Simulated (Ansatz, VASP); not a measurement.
One calculation of BiRh, two programs

Contents of INCAR:

```
SYSTEM = BiRh
PREC = Accurate
ENCUT = 520
EDIFF = 1E-8
ISMEAR = -1
SIGMA = 0.03
LREAL = .FALSE.
LASPH = .TRUE.
NELM = 60
ALGO = Normal
ISIF = 2
LWAVE = .FALSE.
LCHARG = .FALSE.
GGA = CA
LEFG = .TRUE.
NBANDS = 38
```

KPOINTS

```
regular mesh
0
G
  12 12 7
  0 0 0
```

Contents of POSCAR:

```
BiRh
1.0
    4.1478754753      0.0000000000      0.0000000000
   -2.0739377376      3.5921655333      0.0000000000
    0.0000000000      0.0000000000      5.7375217038
Bi Rh
2 2
Direct
    0.3333333333      0.6666666667      0.2500000000
    0.6666666667      0.3333333333      0.7500000000
    0.0000000000      0.0000000000      0.0000000000
    0.0000000000      0.0000000000      0.5000000000
```

Input for Ansatz:

```yaml
crystal:
  lattice:
    - [4.1478754753, 0.0, 0.0]
    - [-2.0739377376, 3.5921655333, 0.0]
    - [0.0, 0.0, 5.7375217038]
  atoms:
    - { symbol: Bi, position: [0.3333333333, 0.6666666667, 0.25] }
    - { symbol: Bi, position: [0.6666666667, 0.3333333333, 0.75] }
    - { symbol: Rh, position: [0.0, 0.0, 0.0] }
    - { symbol: Rh, position: [0.0, 0.0, 0.5] }
kpoints:
  mp_grid: { grid: [12, 12, 7] }
scf:
  occupations: { method: fermi_dirac, width: 0.03 }
hamiltonian:
  xc: lda
  pseudopotentials: { kind: all_electron, datasets: crystal }
output:
  forces: true
  stress: true
  eigenvalues: true
  efg: { contact_densities: true }
```

Change from the starting cell: volume scaled by 1.04, crystal datasets.

Alike in both runs: task electric field gradients; functional LDA; k mesh 12 × 12 × 7; occupations fermi-dirac, width 0.03 eV; no spin polarisation.

```csv
,VASP,Ansatz
version,VASP 6.6.1,Ansatz 0.2.0
potentials or method,"VASP PAW LDA potentials, release 64 (Bi_d, Rh_pv), cutoff 520 eV","all-electron PAW with datasets made for the crystal, scalar-relativistic"
```

|  | VASP | Ansatz | Ansatz less VASP |
| --- | --- | --- | --- |
| pressure (GPa) | -7.0 | -7.2 | -0.27 |
| traceless stress, the component that is largest in VASP (GPa) | -0.97 | -1.00 | -0.030 |
| size of Vzz on the site where it differs most (V/Å²) | 35.7 | 21.7 | -13.96 |

LDA's correlation is that of Perdew and Zunger in VASP and of Perdew and Wang (1992) in Ansatz. Ansatz ran all-electron here, and VASP with PAW potentials.

Spin-orbit coupling is off throughout.
